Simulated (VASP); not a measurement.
# Gd (Im-3m) in VASP: single point with PBE

Aim: the single point of Gd with PBE.

Program: VASP 6.6.1. These are calculated values, not measurements. Logs are shortened: lines on timing, memory, paths and dates and some standing lists are left out, and cuts for length are marked.

### Step 1. The cell of the first run

It takes space group Im-3m (No. 229, cubic). The conventional cell has a = 4.050 Å, b = 4.050 Å, c = 4.050 Å, α = 90.00°, β = 90.00°, γ = 90.00°. Gd (site symmetry m-3m) has 14 Gd at 3.51 to 4.05 Å within 4.6 Å.

This isn't the form of Gd at room conditions, which is hcp.

### Step 2. Single point, PBE, collinear spin, ferromagnetic start

The input, INCAR:

```
ALGO = Normal ; EDIFF = 1E-6
ENCUT = 520 ; GGA = PE
ISIF = 2 ; ISMEAR = -1
ISPIN = 2 ; LASPH = True
LCHARG = True ; LELF = True
LMAXMIX = 6 ; LORBIT = 11
LREAL = False ; LVHAR = True
LWAVE = False ; MAGMOM = 7 7
NBANDS = 29 ; NELM = 150
PREC = Accurate ; SIGMA = 0.03
```

The input, KPOINTS:

```
k-points
0
Gamma
  9 9 5
```

The input, POSCAR:

```
Gd
1.0
   -2.0250000000      2.0250000000      2.0250000000
    2.0250000000     -2.0250000000      2.0250000000
    4.0500000000      4.0500000000      0.0000000000
Gd
2
Direct
    0.0000000000      0.0000000000      0.0000000000
    0.5000000000      0.5000000000      0.5000000000
```

Potentials or basis: VASP PAW PBE potentials, release 64 (Gd).

The run is started by

```bash
> cat potpaw_PBE.64/Gd/POTCAR > POTCAR
> mpirun -np 1 vasp_std > vasp.out
```

OUTCAR:

```text
EDIFF = 1E-6
   ENCUT = 520
   GGA = PE
   ISIF = 2
   ISMEAR = -1
   ISPIN = 2
   LASPH = True
   LORBIT = 11
   LREAL = False
   NELM = 150
   PREC = Accurate

 ion  position               nearest neighbor table
   1  0.000  0.000  0.000-   2 3.51   2 3.51   2 3.51   2 3.51
   2  0.500  0.500  0.500-   1 3.51   1 3.51   1 3.51   1 3.51

  LATTYP: Found a base centered orthorhombic cell.
 ALAT       =     4.0500000000
 B/A-ratio  =     1.4142135624
 C/A-ratio  =     1.4142135624

  Lattice vectors:

 A1 = (  -2.0250000000,   2.0250000000,   2.0250000000)
 A2 = (   2.0250000000,  -2.0250000000,   2.0250000000)
 A3 = (   4.0500000000,   4.0500000000,   0.0000000000)

Analysis of symmetry for initial positions (statically):
=====================================================================
 Subroutine PRICEL returns following result:

  LATTYP: Found a body centered cubic cell.
 ALAT       =     4.0500000000

  Lattice vectors:

 A1 = (  -2.0250000000,   2.0250000000,  -2.0250000000)
 A2 = (  -2.0250000000,  -2.0250000000,   2.0250000000)
 A3 = (   2.0250000000,   2.0250000000,   2.0250000000)

   2 primitive cells build up your supercell.

 Routine SETGRP: Setting up the symmetry group for a
 base centered orthorhombic supercell.

 Subroutine GETGRP returns: Found  8 space group operations
 (whereof  8 operations were pure point group operations)
 out of a pool of  8 trial point group operations.

The static configuration has the point symmetry D_2h.

Analysis of symmetry for dynamics (positions and initial velocities):
=====================================================================
 Subroutine PRICEL returns following result:

  LATTYP: Found a body centered cubic cell.
 ALAT       =     4.0500000000

  Lattice vectors:

 A1 = (  -2.0250000000,   2.0250000000,  -2.0250000000)
 A2 = (  -2.0250000000,  -2.0250000000,   2.0250000000)
 A3 = (   2.0250000000,   2.0250000000,   2.0250000000)

   2 primitive cells build up your supercell.

 Routine SETGRP: Setting up the symmetry group for a
 base centered orthorhombic supercell.

 Subroutine GETGRP returns: Found  8 space group operations
 (whereof  8 operations were pure point group operations)
 out of a pool of  8 trial point group operations.

The dynamic configuration has the point symmetry D_2h.

Analysis of structural, dynamic, and magnetic symmetry:
=====================================================================
 Subroutine PRICEL returns following result:

  LATTYP: Found a body centered cubic cell.
 ALAT       =     4.0500000000

  Lattice vectors:

 A1 = (  -2.0250000000,   2.0250000000,  -2.0250000000)
 A2 = (  -2.0250000000,  -2.0250000000,   2.0250000000)
 A3 = (   2.0250000000,   2.0250000000,   2.0250000000)

   2 primitive cells build up your supercell.

 Routine SETGRP: Setting up the symmetry group for a
 base centered orthorhombic supercell.

 Subroutine GETGRP returns: Found  8 space group operations
 (whereof  8 operations were pure point group operations)
 out of a pool of  8 trial point group operations.

The overall configuration has the point symmetry D_2h.

 Subroutine INISYM returns: Found  8 space group operations
 (whereof  8 operations are pure point group operations),
 and found     2 'primitive' translations

----------------------------------------------------------------------------------------

                                     Primitive cell

  volume of cell :      33.2151

  direct lattice vectors                    reciprocal lattice vectors
    -2.025000000  2.025000000 -2.025000000    -0.246913580  0.246913580  0.000000000
    -2.025000000 -2.025000000  2.025000000    -0.246913580  0.000000000  0.246913580
     2.025000000  2.025000000  2.025000000     0.000000000  0.246913580  0.246913580

  length of vectors
     3.507402885  3.507402885  3.507402885     0.349188534  0.349188534  0.349188534

  position of ions in fractional coordinates (direct lattice)
     0.000000000  0.000000000  0.000000000

  ion indices of the primitive-cell ions
   primitive index   ion index
                 1           1

----------------------------------------------------------------------------------------

 KPOINTS: k-points

Automatic generation of k-mesh.
 Grid dimensions read from file:
 generate k-points for:    9    9    5

 Generating k-lattice:

  Cartesian coordinates                     Fractional coordinates (reciprocal lattice)
    -0.013717421  0.013717421  0.027434842     0.111111111  0.000000000  0.000000000
     0.013717421 -0.013717421  0.027434842     0.000000000  0.111111111  0.000000000
     0.024691358  0.024691358  0.000000000     0.000000000  0.000000000  0.200000000

  Length of vectors
     0.033600682  0.033600682  0.034918853

  Shift w.r.t. Gamma in fractional coordinates (k-lattice)
     0.000000000  0.000000000  0.000000000

 Subroutine IBZKPT returns following result:
 ===========================================

 Found     75 irreducible k-points:

 Following reciprocal coordinates:
            Coordinates               Weight
  0.000000  0.000000  0.000000      1.000000
  0.111111  0.000000  0.000000      4.000000
  0.222222  0.000000  0.000000      4.000000
  0.333333  0.000000  0.000000      4.000000
  0.444444  0.000000  0.000000      4.000000
  0.111111  0.111111  0.000000      2.000000
[... 16 lines left out ...]
 -0.333333  0.333333  0.000000      2.000000
  0.444444  0.444444  0.000000      2.000000
 [... further k-points ...]
   k-points           NKPTS =     75   k-points in BZ     NKDIM =     75   number of bands    NBANDS=     29
   number of dos      NEDOS =    301   number of ions     NIONS =      2
   total plane-waves  NPLWV =  37632
   dimension x,y,z NGX =    28 NGY =   28 NGZ =   48
   dimension x,y,z NGXF=    56 NGYF=   56 NGZF=   96
   ions per type =               2
   NGX,Y,Z   is equivalent  to a cutoff of  13.27, 13.27, 13.93 a.u.
   NGXF,Y,Z  is equivalent  to a cutoff of  26.54, 26.54, 27.86 a.u.
 SYSTEM =  unknown system
   PREC   = accura    normal or accurate (medium, high low for compatibility)
   ISTART =      0    job   : 0-new  1-cont  2-samecut
   ICHARG =      2    charge: 1-file 2-atom 10-const
   ISPIN  =      2    spin polarized calculation?
   LNONCOLLINEAR =      F non collinear calculations
   LSORBIT =      F    spin-orbit coupling
   LASPH  =      T    aspherical Exc in radial PAW
   ENCUT  =  520.0 eV  38.22 Ry    6.18 a.u.   6.52  6.52 10.65*2*pi/ulx,y,z
   NELM   =    150;   NELMIN=  2; NELMDL= -5     # of ELM steps
   EDIFF  = 0.1E-05   stopping-criterion for ELM
   LREAL  =      F    real-space projection
   EDIFFG = 0.1E-04   stopping-criterion for IOM
   NSW    =      0    number of steps for IOM
   IBRION =     -1    ionic relax: 0-MD 1-quasi-New 2-CG
   NFREE  =      0    steps in history (QN), initial steepest desc. (CG)
   ISIF   =      2    stress and relaxation
   ISYM   =      2    0-nonsym 1-usesym 2-fastsym
   POTIM  = 0.5000    time-step for ionic-motion
   TEBEG  =    0.0;   TEEND  =   0.0 temperature during run
   PSTRESS=    0.0 pullay stress
   NELECT =      36.0000    total number of electrons
   NUPDOWN=      -1.0000    fix difference up-down
   EMIN   =  10.00;   EMAX   =-10.00  energy-range for DOS
   EFERMI =   0.00;   METHOD = LEGACY
   ISMEAR =    -1;   SIGMA  =   0.03  broadening in eV -4-tet -1-fermi 0-gaus
   EFERMI_NEDOS =   21; number of points for ismear=-14 and -15
   IALGO  =     38    algorithm
   IMIX   =      4    mixing-type and parameters
     AMIX     =   0.40;   BMIX     =  1.00
     AMIX_MAG =   1.60;   BMIX_MAG =  1.00
  volume/ion in A,a.u.               =      33.22       224.15
  Fermi-wavevector in a.u.,A,eV,Ry     =   1.334711  2.522238 24.238153  1.781454
  Thomas-Fermi vector in A             =   2.463472
   LORBIT       =     11    0 simple, 1 ext, 2 COOP (PROOUT), +10 PAW based schemes
   GGA     = PE    functional components
   LHFCALC =     F    Hartree Fock is set to
   AEXX    =    0.0000 exact exchange contribution
   IVDW    =     0    specifies the selected vdW correction
   LEPSILON=     F    determine dielectric tensor
   LRPA    =     F    only Hartree local field effects (RPA)
 spin polarized calculation
  energy-cutoff  :      520.00
  volume of cell :       66.43
 maximum number of plane-waves:      1821
 NGX is ok and might be reduce to    28
   NGX = 13   NGY = 13   NGZ = 21

 number of electron      35.9999992 magnetization      15.2668217

 Free energy of the ion-electron system (eV)
  ---------------------------------------------------
  ext. energy  EPLUGINS =         0.00000000
  ---------------------------------------------------
  free energy    TOTEN  =       -23.23575422 eV

  energy without entropy =      -23.22595960  energy(sigma->0) =      -23.23085691

 E-fermi :   2.9636     XC(G=0):  -9.9585

 val. band max:        2.9577662335   @ k =   0.4444   0.1111   0.0000
 cond. band min:       2.9663096874   @ k =  -0.3333   0.1111   0.2000
 fundamental gap:      0.0085434539
 Fermi energy:         2.9635877621

 spin component 1

 k-point     1 :       0.0000    0.0000    0.0000
  band No.  band energies     occupation
      1     -42.3676      1.00000
      2     -42.3015      1.00000
      3     -20.0769      1.00000
      4     -19.6119      1.00000
      5     -19.3923      1.00000
      6     -19.3889      1.00000
[... 757 lines left out ...]
     28       6.4483      0.00000
     29       7.2348      0.00000

 [... further k-points ...]

 spin component 2

 k-point     1 :       0.0000    0.0000    0.0000
  band No.  band energies     occupation
      1     -39.1187      1.00000
      2     -39.0357      1.00000
      3     -17.8100      1.00000
      4     -17.2424      1.00000
      5     -16.9876      1.00000
      6     -16.9799      1.00000
[... 757 lines left out ...]
     28       7.6650      0.00000
     29       8.4163      0.00000

 [... further k-points ...]

------------------------ aborting loop because EDIFF is reached ----------------------------------------

  FORCE on cell =-STRESS in cart. coord.  units (eV):
  Direction    XX          YY          ZZ          XY          YZ          ZX
  --------------------------------------------------------------------------------------
  -------------------------------------------------------------------------------------
  Total       -0.0673802     -0.0673802     -0.1026410     -0.0326923      0.0000000     -0.0000000
  in kB       -1.6250920     -1.6250920     -2.4755195     -0.7884798      0.0000000     -0.0000000
  external PRESSURE =      -1.9085678 kB  Pullay stress =       0.0000000 kB

 VOLUME and BASIS-vectors are now :
 -----------------------------------------------------------------------------
  energy-cutoff  :      520.00
  volume of cell :       66.43
      direct lattice vectors                 reciprocal lattice vectors
    -2.025000000  2.025000000  2.025000000    -0.123456790  0.123456790  0.246913580
     2.025000000 -2.025000000  2.025000000     0.123456790 -0.123456790  0.246913580
     4.050000000  4.050000000  0.000000000     0.123456790  0.123456790  0.000000000

 POSITION                                       TOTAL-FORCE (eV/Angst)
 -----------------------------------------------------------------------------------
      0.00000      0.00000      0.00000         0.000000      0.000000     -0.000000
      2.02500      2.02500      2.02500        -0.000000     -0.000000      0.000000
 -----------------------------------------------------------------------------------
    total drift:                                0.000000      0.000000      0.000000

  FREE ENERGIE OF THE ION-ELECTRON SYSTEM (eV)
  ---------------------------------------------------
  free  energy   TOTEN  =       -23.2357542213 eV

  energy  without entropy=      -23.2259596043  energy(sigma->0) =      -23.23085691

 total charge

# of ion       s       p       d       f       tot
--------------------------------------------------
    1        2.072   5.561   0.587   6.978  15.197
    2        2.072   5.561   0.587   6.978  15.197
--------------------------------------------------
tot          4.144  11.122   1.173  13.955  30.394

 magnetization (x)

# of ion       s       p       d       f       tot
--------------------------------------------------
    1        0.002  -0.058   0.240   6.824   7.008
    2        0.002  -0.058   0.240   6.824   7.008
--------------------------------------------------
tot          0.003  -0.116   0.480  13.649  14.016
```

Run time: 17 min. Hardware: 1 thread of AMD EPYC 7R43 (Zen 3), shared host; peak memory 0.36 GiB.

What came out:

| Property | Result |
| --- | --- |
| Free energy | -23.2358 eV |
| Pressure | -0.2 GPa |
| Net moment | 15.27 μB per cell |
| Site moments | Gd +7.01 μB |
| Valence electrons inside the program's atomic spheres | Gd 15.20 |

Caveat: spin-orbit coupling is left out, which moves the levels of the heavy elements; semilocal functionals describe open f shells poorly, which spoils levels, moments and volumes. The state reached can hang on the start; a lower one may exist.
